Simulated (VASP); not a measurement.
Wanted: the native input for a VASP 6.6.1 run.

```yaml
Task: single point
Functional: r2SCAN
Potentials_or_basis: VASP PAW PBE potentials, release 64 (Rh_pv)
Cutoff: 520 eV
k_mesh: 22 × 22 × 22
Occupations: gaussian, width 0.15 eV
Spin: no spin polarisation
Dipole_correction: no
Further_INCAR_settings: ALGO = Normal; EDIFF = 1e-06; NBANDS = 14
```

Crystal: Rh.

```
Rh
1.0
     0.00000    1.89204    1.90155
     1.90155    0.00000    1.90155
     1.90155    1.89204    0.00000
Rh
1
Direct
  0.00000 0.00000 0.00000
```

This cell differs from its parent crystal: strain -0.0050 x Voigt [0, 1, 0, 0, 0, 0].

The input as run:

POSCAR

```
Rh
1.0
    0.0000000000      1.8920422500      1.9015500000
    1.9015500000      0.0000000000      1.9015500000
    1.9015500000      1.8920422500      0.0000000000
Rh
1
Direct
    0.0000000000      0.0000000000      0.0000000000
```

INCAR.step1

```
SYSTEM = Rh
PREC     = Accurate       ! precision mode
ENCUT    = 520            ! plane-wave cutoff, eV
ISMEAR   = 0              ! smearing method
SIGMA    = 0.15           ! smearing width, eV
LREAL    = .False.        ! projectors in reciprocal space
LASPH    = .True.         ! aspherical terms in the spheres
NELM     = 100            ! most SCF steps
NBANDS   = 14             ! bands
GGA      = PE             ! functional
ALGO     = Normal         ! electronic algorithm
EDIFF    = 1E-4           ! SCF threshold, eV
LWAVE    = .True.         ! write WAVECAR
LCHARG   = .False.        ! write CHGCAR
```

INCAR.step2

```
SYSTEM = Rh
PREC     = Accurate       ! precision mode
ENCUT    = 520            ! plane-wave cutoff, eV
EDIFF    = 1E-6           ! SCF threshold, eV
ISMEAR   = 0              ! smearing method
SIGMA    = 0.15           ! smearing width, eV
LREAL    = .False.        ! projectors in reciprocal space
LASPH    = .True.         ! aspherical terms in the spheres
NELM     = 100            ! most SCF steps
ALGO     = Normal         ! electronic algorithm
ISIF     = 2              ! what is computed and relaxed
LWAVE    = .False.        ! write WAVECAR
LCHARG   = .False.        ! write CHGCAR
METAGGA  = R2SCAN         ! meta-GGA
LMIXTAU  = .True.       
NBANDS   = 14             ! bands
ISTART   = 1
```

KPOINTS

```
Automatic mesh
0
Gamma
  22 22 22
  0 0 0
```

Potentials or basis: VASP PAW PBE potentials, release 64 (Rh_pv).

Launch:

```sh
$ cat potpaw_PBE.64/Rh_pv/POTCAR > POTCAR
$ cp INCAR.step1 INCAR
$ mpirun -np 1 vasp_std > vasp.out
$ cp INCAR.step2 INCAR
$ mpirun -np 1 vasp_std > vasp.out
```

It gave:

The pressure is 2.0 GPa.

Caveat: the cell differs from its parent crystal (strain -0.0050 x Voigt [0, 1, 0, 0, 0, 0]); the PAW data sets were made with another functional, which shifts forces and pressure a little.

Wall time 5.1 min on 1 thread of Intel Xeon 6975P-C, with other jobs on the host, peak memory 0.25 GiB.
